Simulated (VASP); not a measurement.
Wanted: the native input for a VASP 6.6.1 run.

```yaml
Task: single point
Functional: LDA
Potentials_or_basis: VASP PAW LDA potentials, release 64 (C)
Cutoff: 520 eV
k_mesh: 12 × 12 × 4
Occupations: gaussian, width 0.05 eV
Spin: no spin polarisation
Dipole_correction: no
Further_INCAR_settings: ALGO = Normal; EDIFF = 1e-06; NBANDS = 26
```

The structure of C lies in POSCAR:

```
C
1.0
    2.5477576841      0.0000000000      0.0000000000
   -1.2738788420      2.2064228771      0.0000000000
    0.0000000000      0.0000000000      7.8306598603
C
8
Direct
    0.0000000000      0.0000000000      0.0929365318
    0.0000000000      0.0000000000      0.5929365318
    0.0000000000      0.0000000000      0.4070634682
    0.0000000000      0.0000000000      0.9070634682
    0.3333333333      0.6666666667      0.1555443640
    0.6666666667      0.3333333333      0.6555443640
    0.3333333333      0.6666666667      0.3444556360
    0.6666666667      0.3333333333      0.8444556360
```

These files were run (other wordings do the same):

INCAR

```
ALGO = Normal
EDIFF = 1E-6
ENCUT = 520
GGA = CA
ISIF = 2
ISMEAR = 0
LASPH = True
LCHARG = False
LREAL = False
LWAVE = False
NBANDS = 26
NELM = 100
PREC = Accurate
SIGMA = 0.05
```

KPOINTS

```
k-points
0
Gamma
  12 12 4
```

Potentials or basis: VASP PAW LDA potentials, release 64 (C).

Launch:

```sh
$ cat potpaw_LDA.64/C/POTCAR > POTCAR
$ mpirun -np 1 vasp_std > vasp.out
```

It gave:

```
Pressure               : 5.9 GPa
Largest force          : 0.652 eV/Å
Band gap on the k mesh : 3.59 eV (least direct gap 4.45 eV)
```

Caveat: the stress differs along the axes, from -26 to 71 GPa.

It took 28 s on 1 thread of Intel(R) Xeon(R) Platinum 8559C (Emerald Rapids), with other jobs on the host, peak memory 0.16 GiB.
